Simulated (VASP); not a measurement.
Here is a VASP 6.6.1 calculation.

File INCAR:

```
PREC = Accurate
ENCUT = 520
EDIFF = 1E-6
ISMEAR = -1
SIGMA = 0.1
LREAL = F
LASPH = T
NELM = 100
ALGO = Normal
ISIF = 2
LWAVE = F
LCHARG = T
GGA = PE
LELF = T
LVHAR = T
NBANDS = 16
```

Contents of KPOINTS:

```
Automatic mesh
0
Gamma
  8 8 8
```

File POSCAR:

```
AlRu
1.0
    3.0000000000      0.0000000000      0.0000000000
    0.0000000000      3.0000000000      0.0000000000
    0.0000000000      0.0000000000      3.0000000000
Ru Al
1 1
Direct
    0.0066666667      0.0000000000      0.0000000000
    0.5000000000      0.5000000000      0.5000000000
```

Potentials or basis: VASP PAW PBE potentials, release 64 (Ru_pv, Al).

The run is started by

```sh
$ cat potpaw_PBE.64/Ru_pv/POTCAR potpaw_PBE.64/Al/POTCAR > POTCAR
$ mpirun -np 1 vasp_std > vasp.out
```

Task: What does it give for the pressure?

Result: 1.3 GPa.

Task: Estimate the largest force.

Result: 0.151 eV/Å.

Forces in eV/Å, atoms in the order of the input:
```
Ru  -0.151  0.000  0.000
Al   0.151  0.000  0.000
```
